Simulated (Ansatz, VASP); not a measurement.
## Two plane-wave programs on Sn2C3

The input INCAR:

```
ALGO = Normal
EDIFF = 1E-7
EDIFFG = -0.08
ENCUT = 600
GGA = PE
GGA_COMPAT = F
IBRION = 2
ISIF = 3
ISMEAR = 0
LASPH = T
LCHARG = F
LREAL = F
LWAVE = F
NELM = 120
NELMIN = 4
NSW = 36
PREC = Accurate
SIGMA = 0.2
```

The input KPOINTS:

```
k-points
0
Gamma
  3 3 3
```

The input POSCAR:

```
Sn2C3
1.0
    5.8700028700      0.0000000000      0.0000000000
    0.0000000000      5.8700028700      0.0000000000
    0.0000000000      0.0000000000      5.8700028700
Sn C
4 6
Direct
    0.2500000000      0.2500000000      0.2500000000
    0.2500000000      0.7500000000      0.7500000000
    0.7500000000      0.7500000000      0.2500000000
    0.7500000000      0.2500000000      0.7500000000
    0.0000000000      0.5000000000      0.5000000000
    0.0000000000      0.5000000000      0.0000000000
    0.5000000000      0.0000000000      0.5000000000
    0.0000000000      0.0000000000      0.5000000000
    0.5000000000      0.0000000000      0.0000000000
    0.5000000000      0.5000000000      0.0000000000
```

Input for Ansatz:

```yaml
crystal:
  lattice:
    - [5.87000287, 0.0, 0.0]
    - [0.0, 5.87000287, 0.0]
    - [0.0, 0.0, 5.87000287]
  atoms:
    - { symbol: Sn, position: [0.25, 0.25, 0.25] }
    - { symbol: Sn, position: [0.25, 0.75, 0.75] }
    - { symbol: Sn, position: [0.75, 0.75, 0.25] }
    - { symbol: Sn, position: [0.75, 0.25, 0.75] }
    - { symbol: C, position: [0.0, 0.5, 0.5] }
    - { symbol: C, position: [0.0, 0.5, 0.0] }
    - { symbol: C, position: [0.5, 0.0, 0.5] }
    - { symbol: C, position: [0.0, 0.0, 0.5] }
    - { symbol: C, position: [0.5, 0.0, 0.0] }
    - { symbol: C, position: [0.5, 0.5, 0.0] }
basis:
  ecutwfc: 420
kpoints:
  mp_grid: { grid: [3, 3, 3] }
hamiltonian:
  xc: pbe
scf:
  occupations: { method: gaussian, width: 0.2 }
  lower_state_search: "off"
output:
  forces: true
  stress: true
  eigenvalues: true
relax:
  adjacent_minimum: "off"
  f_tol: 0.08
  max_steps: 16
  cell: { stress_tol: 0.8 }
```

Change from the starting cell: species swapped into the Zn3As2 type (Pn-3m, No. 224).

Alike in both runs: task relaxation of cell and atoms; functional PBE; k mesh 3 × 3 × 3; occupations gaussian, width 0.2 eV; no spin polarisation.

|  | VASP | Ansatz |
| --- | --- | --- |
| version | VASP 6.6.1 | Ansatz 0.2.0 |
| potentials or method | VASP PAW PBE potentials, release 64 (Sn_d, C), cutoff 600 eV | scalar-relativistic, plane waves, PAW |
| valence electrons in the cell | 80 | 80 |

|  | VASP | Ansatz | Ansatz less VASP |
| --- | --- | --- | --- |
| gap on the k mesh at the Fermi level, each at its own relaxed structure (eV) | none | none | - |
| relaxed volume (Å³/atom) | 15.52 | 15.56 | +0.034 |
| relaxed length of the cell vector where the two differ most in proportion (Å) | 5.374 | 5.378 | +0.0040 |

A gap of «none» marks a metal or a gap that the smearing closes.

Noted on VASP's run: the volume moved by over 15 % at a fixed basis, so the end points are rough.
